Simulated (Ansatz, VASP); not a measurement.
One calculation of Pt, two programs

```
Pt
1.0
    -0.93910    1.63755    1.63755
     1.63755   -0.93910    1.63755
     1.63755    1.63755   -0.93910
Pt
1
Cartesian
  0.0000 0.0000 0.0000
```

Alike in both runs: task single point; functional LDA; k mesh 22 × 22 × 22; occupations gaussian, width 0.15 eV; no spin polarisation.

```csv
,VASP,Ansatz
version,VASP 6.6.1,Ansatz 0.2.0
potentials or method,"VASP PAW LDA potentials, release 64 (Pt), cutoff 520 eV","scalar-relativistic, plane waves, PAW"
valence electrons in the cell,10,18
```

|  | VASP | Ansatz | Ansatz less VASP |
| --- | --- | --- | --- |
| gap on the k mesh at the Fermi level (eV) | none | none | - |
| pressure (GPa) | 26.0 | 25.4 | -0.63 |
| traceless stress, the component that is largest in VASP (GPa) | -0.17 | -0.13 | +0.048 |

Ansatz warns that its potentials were made for another functional, while VASP's fit it. LDA's correlation is that of Perdew and Zunger in VASP and of Perdew and Wang (1992) in Ansatz. A gap of «none» marks a metal or a gap that the smearing closes. VASP's potentials hold 10 valence electrons a cell and Ansatz's 18, so a difference there can come from the potentials and not from the codes.

Spin-orbit coupling is off throughout.
